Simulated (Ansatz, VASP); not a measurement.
# Two plane-wave programs on PW

The input INCAR:

```
  PREC = Accurate
  ENCUT = 520
  EDIFF = 1E-6
  ISMEAR = -1
  SIGMA = 0.1
  LREAL = False
  LASPH = True
  NELM = 80
  ALGO = Normal
  ISIF = 2
  LWAVE = False
  LCHARG = False
  NBANDS = 16
```

File KPOINTS:

```
regular mesh
0
Gamma
  12 12 12
```

File POSCAR:

```
PW
1.0
    0.0000000000      2.1478663577      2.1478663577
    2.1478663577      0.0000000000      2.1478663577
    2.1478663577      2.1478663577      0.0000000000
W P
1 1
Direct
    0.0000000000      0.0000000000      0.0000000000
    0.2500000000      0.2500000000      0.2500000000
```

Input for Ansatz:

```yaml
crystal:
  lattice:
    - [0.0, 2.1478663577, 2.1478663577]
    - [2.1478663577, 0.0, 2.1478663577]
    - [2.1478663577, 2.1478663577, 0.0]
  atoms:
    - { symbol: W, position: [0.0, 0.0, 0.0] }
    - { symbol: P, position: [0.25, 0.25, 0.25] }
kpoints:
  mp_grid: { grid: [12, 12, 12] }
scf:
  occupations: { method: fermi_dirac, width: 0.1 }
hamiltonian:
  xc: lda
  pseudopotentials: { kind: paw }
output:
  forces: true
  stress: true
  eigenvalues: true
  populations: true
```

Change from the starting cell: volume scaled by 0.52, PAW files.

Alike in both runs: task single point; functional LDA; k mesh 12 × 12 × 12; occupations fermi-dirac, width 0.1 eV; no spin polarisation.

|  | VASP | Ansatz |
| --- | --- | --- |
| version | VASP 6.6.1 | Ansatz 0.2.0 |
| potentials or method | VASP PAW LDA potentials, release 64 (W_sv, P) | PAW with Ansatz's default frozen-core files, scalar-relativistic |
| plane-wave cutoff (eV) | 520 | 420 |
| valence electrons in the cell | 19 | 19 |

```csv
,VASP,Ansatz,Ansatz less VASP
pressure (GPa),364.6,362.9,-1.70
```

LDA's correlation is that of Perdew and Zunger in VASP and of Perdew and Wang (1992) in Ansatz. Both programs put the cell under a high pressure, so it lies far from rest at this level.

Neither program's run includes spin-orbit coupling. Noted on VASP's run: the cell as given lies far from equilibrium.
